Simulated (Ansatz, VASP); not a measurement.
**BaTiO3: VASP beside Ansatz**

```
Ba Ti O
1.0
     2.81821    1.62709    2.30998
    -2.81821    1.62709    2.30998
     0.00000   -3.25419    2.30998
Ba Ti O
1 1 3
Direct
  0.00000 0.00000 0.00000
  0.51400 0.51400 0.51400
  0.49160 0.49160 0.98150
  0.49160 0.98150 0.49160
  0.98150 0.49160 0.49160
```

Change from the starting cell: volume scaled by 0.99, crystal datasets.

Alike in both runs: task electric field gradients; functional PBE; k mesh 9 × 9 × 9; occupations fermi-dirac, width 0.05 eV; no spin polarisation.

|  | VASP | Ansatz |
| --- | --- | --- |
| version | VASP 6.6.1 | Ansatz 0.2.0 |
| potentials or method | VASP PAW PBE potentials, release 64 (Ba_sv, Ti_sv, O), cutoff 520 eV | all-electron PAW with datasets made for the crystal, scalar-relativistic |

|  | VASP | Ansatz | Ansatz less VASP |
| --- | --- | --- | --- |
| gap on the k mesh at the Fermi level (eV) | 2.41 | 2.46 | +0.051 |
| pressure (GPa) | 8.7 | 6.8 | -1.89 |
| traceless stress, the component that is largest in VASP (GPa) | -0.30 | -0.25 | +0.049 |
| rms of the force components (eV/Å) | 0.143 | 0.121 | -0.0222 |
| size of Vzz on the site where it differs most (V/Å²) | 10.3 | 10.6 | +0.28 |

Atom by atom the forces differ by 0.029 eV/Å (rms over components). Ansatz ran all-electron here, and VASP with PAW potentials.

Neither program's run includes spin-orbit coupling.
